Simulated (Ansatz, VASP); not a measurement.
# Two plane-wave programs on AlAs

```xyz
2
Lattice="0.0000 2.8144 2.8144 2.8144 0.0000 2.8144 2.8144 2.8144 0.0000" Properties=species:S:1:pos:R:3 pbc="T T T"
Al    0.0000    0.0000    0.0000
As    1.4072    1.4072    1.4072
```

Alike in both runs: functional LDA; k mesh 8 × 8 × 8; occupations gaussian, width 0.02 eV; no spin polarisation.

Ansatz relaxed the structure, and its values are those at the end. VASP's run is a single point on that final structure, the one shown.

|  | VASP | Ansatz |
| --- | --- | --- |
| version | VASP 6.6.1 | Ansatz 0.2.0 |
| potentials or method | VASP PAW LDA potentials, release 64 (Al, As), cutoff 500 eV | scalar-relativistic, plane waves, PAW |
| valence electrons in the cell | 8 | 18 |

|  | VASP | Ansatz | Ansatz less VASP |
| --- | --- | --- | --- |
| gap on the k mesh at the Fermi level (eV) | 1.31 | 1.32 | +0.014 |
| least direct gap on the mesh (eV) | 2.02 | 1.98 | -0.034 |
| pressure (GPa) | 0.4 | 0.0 | -0.36 |

Ansatz warns that its potentials were made for another functional, while VASP's fit it. LDA's correlation is that of Perdew and Zunger in VASP and of Perdew and Wang (1992) in Ansatz. VASP's potentials hold 8 valence electrons a cell and Ansatz's 18, so a difference there can come from the potentials and not from the codes.
